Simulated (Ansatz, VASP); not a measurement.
# CsCl: VASP beside Ansatz

```
Cs Cl
1.0
     4.35898    0.00000    0.00000
     0.00000    4.35898    0.00000
     0.00000    0.00000    4.35898
Cs Cl
1 1
Direct
  0.00000 0.00000 0.00000
  0.50000 0.50000 0.50000
```

Change from the starting cell: hydrostatic strain +5.4%.

Alike in both runs: task single point; functional r2SCAN; k mesh 6 × 6 × 6; no spin polarisation.

|  | VASP | Ansatz |
| --- | --- | --- |
| version | VASP 6.6.1 | Ansatz 0.2.0 |
| potentials or method | VASP PAW PBE potentials, release 64 (Cs_sv, Cl) | plane waves, PAW |
| plane-wave cutoff (eV) | 550 | 500 |
| occupations | gaussian, width 0.01 eV | fixed |
| valence electrons in the cell | 16 | 16 |

Ansatz gave:

```
gap on the k mesh at the Fermi level (eV) : 5.31
pressure (GPa)                            : -1.9
```

Task: What did VASP give for the same quantities?

Result: gap on the k mesh at the Fermi level (eV): 5.30; pressure (GPa): -1.9.

VASP's potentials were made for PBE, not for r2SCAN.

Neither program's run includes spin-orbit coupling.
